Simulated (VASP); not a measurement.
Wanted: the native input for a VASP 6.6.1 run.

```yaml
Task: single point
Functional: PBEsol
Potentials_or_basis: VASP PAW PBE potentials, release 64 (Mo_sv, S)
Cutoff: 520 eV
k_mesh: 12 × 12 × 2
Occupations: methfessel-paxton, width 0.0998 eV
Spin: no spin polarisation
Dipole_correction: no
Further_INCAR_settings: ALGO = Normal; EDIFF = 1e-06; NBANDS = 35
```

The structure of MoS2 lies in POSCAR:

```
MoS2
1.0
    3.2987000000      0.0000000000      0.0000000000
   -1.6493500000      2.8567579994      0.0000000000
    0.0000000000      0.0000000000     12.6960000000
Mo S
2 4
Direct
    0.3333333333      0.6666666667      0.2500000000
    0.6666666667      0.3333333333      0.7500000000
    0.3333333333      0.6666666667      0.6259932117
    0.6666666667      0.3333333333      0.1259932117
    0.3333333333      0.6666666667      0.8740067883
    0.6666666667      0.3333333333      0.3740067883
```

The input as run:

INCAR

```
PREC = Accurate
ENCUT = 520
EDIFF = 1E-6
ISMEAR = 1
SIGMA = 0.0998
LREAL = F
LASPH = T
NELM = 60
ALGO = Normal
ISIF = 2
LWAVE = F
LCHARG = F
GGA = PS
NBANDS = 35
```

KPOINTS

```
Automatic mesh
0
Gamma
  12 12 2
```

Potentials or basis: VASP PAW PBE potentials, release 64 (Mo_sv, S).

Launch:

```console
$ cat potpaw_PBE.64/Mo_sv/POTCAR potpaw_PBE.64/S/POTCAR > POTCAR
$ mpirun -np 1 vasp_std > vasp.out
```

It gave:

```
Pressure               : -12.7 GPa
Largest force          : 1.107 eV/Å
Band gap on the k mesh : 0.70 eV (least direct gap 1.35 eV)
```

Caveat: the cell stands under tension; the PAW data sets were made with another functional, which shifts forces and pressure a little; this functional lacks dispersion, which binds the layers, so the pressure and a relaxed spacing across them are unreliable.

Wall time 3.2 min on 1 thread of Intel(R) Xeon(R) Platinum 8375C CPU @ 2.90GHz (Ice Lake) (shared host), peak memory 0.31 GiB.
